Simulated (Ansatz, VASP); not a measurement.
# Pt in VASP and in Ansatz

The input POSCAR:

```
Pt
1.0
    0.0000000000      1.9609000000      1.9609000000
    1.9609000000      0.0000000000      1.9609000000
    1.9609000000      1.9609000000      0.0000000000
Pt
1
Direct
    0.0000000000      0.0000000000      0.0000000000
```

Contents of INCAR.step1:

```
PREC     = Accurate       # precision mode
ENCUT    = 520            # plane-wave cutoff, eV
EDIFF    = 1E-5           # SCF threshold, eV
ISMEAR   = -1             # smearing method
SIGMA    = 0.05           # smearing width, eV
LREAL    = F              # projectors in reciprocal space
LASPH    = T              # aspherical terms in the spheres
NELM     = 100            # most SCF steps
ALGO     = Normal         # electronic algorithm
ISIF     = 2              # what is computed and relaxed
LWAVE    = T              # write WAVECAR
NBANDS   = 11             # bands
GGA      = PE             # functional
```

INCAR.step2

```
PREC     = Accurate       # precision mode
ENCUT    = 520            # plane-wave cutoff, eV
EDIFF    = 1E-7           # SCF threshold, eV
ISMEAR   = -1             # smearing method
SIGMA    = 0.05           # smearing width, eV
LREAL    = F              # projectors in reciprocal space
LASPH    = T              # aspherical terms in the spheres
NELM     = 100            # most SCF steps
ALGO     = Normal         # electronic algorithm
ISIF     = 2              # what is computed and relaxed
LWAVE    = F              # write WAVECAR
LCHARG   = T              # write CHGCAR
GGA      = PS             # functional
LHFCALC  = T              # exact exchange
AEXX     = 0.25           # exact-exchange fraction
HFSCREEN = 0.207          # screening, 1/A
PRECFOCK = Normal       
LELF     = T              # ELF
LVHAR    = T            
NBANDS   = 11             # bands
ISTART   = 1
```

The input KPOINTS:

```
regular mesh
0
Gamma
  6 6 6
```

Contents of input.yaml:

```yaml
crystal:
  lattice:
    - [0.0, 1.9609, 1.9609]
    - [1.9609, 0.0, 1.9609]
    - [1.9609, 1.9609, 0.0]
  atoms:
    - { symbol: Pt, position: [0.0, 0.0, 0.0] }
hamiltonian:
  xc:
    exchange: hjs_pbesol
    correlation: pbesol
    exx: { coeff: 0.25, omega: 0.207 }
  pseudopotentials: { kind: paw }
kpoints:
  mp_grid: { grid: [6, 6, 6] }
  band_path:
    path:
      - [[0.0, 0.0, 0.0], [0.5, 0.0, 0.5], [0.5, 0.25, 0.75], [0.375, 0.375, 0.75], [0.0, 0.0, 0.0], [0.5, 0.5, 0.5], [0.625, 0.25, 0.625], [0.5, 0.25, 0.75], [0.5, 0.5, 0.5], [0.375, 0.375, 0.75]]
      - [[0.625, 0.25, 0.625], [0.5, 0.0, 0.5]]
    npoints: 4
scf:
  occupations: { method: fermi_dirac, width: 0.05 }
  n_extra_bands: 6
output:
  forces: true
  stress: true
  eigenvalues: true
  fatbands: false
```

Alike in both runs: functional PBEsol-based screened hybrid; k mesh 6 × 6 × 6; occupations fermi-dirac, width 0.05 eV; no spin polarisation.

|  | VASP | Ansatz |
| --- | --- | --- |
| version | VASP 6.6.1 | Ansatz 0.2.0 |
| potentials or method | VASP PAW PBE potentials, release 64 (Pt) | Ansatz PAW |
| plane-wave cutoff (eV) | 520 | 420 |
| valence electrons in the cell | 10 | 18 |
| task | single point | band structure |

```csv
,VASP,Ansatz,Ansatz less VASP
gap on the k mesh at the Fermi level (eV),none,none,-
pressure (GPa),-8.4,-8.8,-0.40
```

VASP's potentials were made for PBE, not for PBEsol-based screened hybrid. A gap of «none» marks a metal or a gap that the smearing closes. With one functional, cell and mesh, what is left measures potentials, basis and numerics. VASP's potentials hold 10 valence electrons a cell and Ansatz's 18, so a difference there can come from the potentials and not from the codes.

The k mesh is coarse, so the values compare programs but aren't converged. Neither program's run includes spin-orbit coupling.
